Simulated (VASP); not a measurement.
Set up this calculation in VASP 6.6.1, as the native input.

```yaml
Task: single point
Functional: PBEsol
Potentials_or_basis: VASP PAW PBE potentials, release 64 (Ti_sv, Co)
Cutoff: 520 eV
k_mesh: 12 × 12 × 12
Occupations: gaussian, width 0.1 eV
Spin: collinear spin, ferromagnetic start
Starting_moments: "[0.0, 0.3, 0.3, 0.3] μB"
Dipole_correction: no
Further_INCAR_settings: ALGO = Normal; EDIFF = 1e-07; NBANDS = 32
```

The structure of TiCo3 lies in POSCAR:

```
TiCo3
1.0
    3.5282498927      0.0000000000      0.0000000000
    0.0000000000      3.5282498927      0.0000000000
    0.0000000000      0.0000000000      3.5282498927
Ti Co
1 3
Direct
    0.0000000000      0.0000000000      0.0000000000
    0.0000000000      0.5000000000      0.5000000000
    0.5000000000      0.0000000000      0.5000000000
    0.5000000000      0.5000000000      0.0000000000
```

One way to write it, as run:

INCAR

```
SYSTEM = TiCo3
  ALGO = Normal
  EDIFF = 1E-7
  ENCUT = 520
  GGA = PS
  ISIF = 2
  ISMEAR = 0
  ISPIN = 2
  LASPH = .True.
  LCHARG = .False.
  LMAXMIX = 4
  LORBIT = 11
  LREAL = .False.
  LWAVE = .False.
  MAGMOM = 0 0.3 0.3 0.3
  NBANDS = 32
  NELM = 150
  PREC = Accurate
  SIGMA = 0.1
```

KPOINTS

```
k-points
0
Gamma
  12 12 12
  0 0 0
```

Potentials or basis: VASP PAW PBE potentials, release 64 (Ti_sv, Co).

Launch:

```sh
$ cat potpaw_PBE.64/Ti_sv/POTCAR potpaw_PBE.64/Co/POTCAR > POTCAR
$ mpirun -np 1 vasp_std > vasp.out
```

It gave:

```json
{
 "Pressure": "-0.7 GPa",
 "Net moment": "0.69 μB per cell",
 "Site moments": "Ti -0.08; Co +0.26 μB",
 "Valence electrons inside the program's atomic spheres": "Ti 10.49; Co 8.43"
}
```

Caveat: the PAW data sets were made with another functional, which shifts forces and pressure a little.

Wall time 9.6 min on 1 thread of Oxide Virtual Turin-like Processor (shared host), peak memory 0.26 GiB.
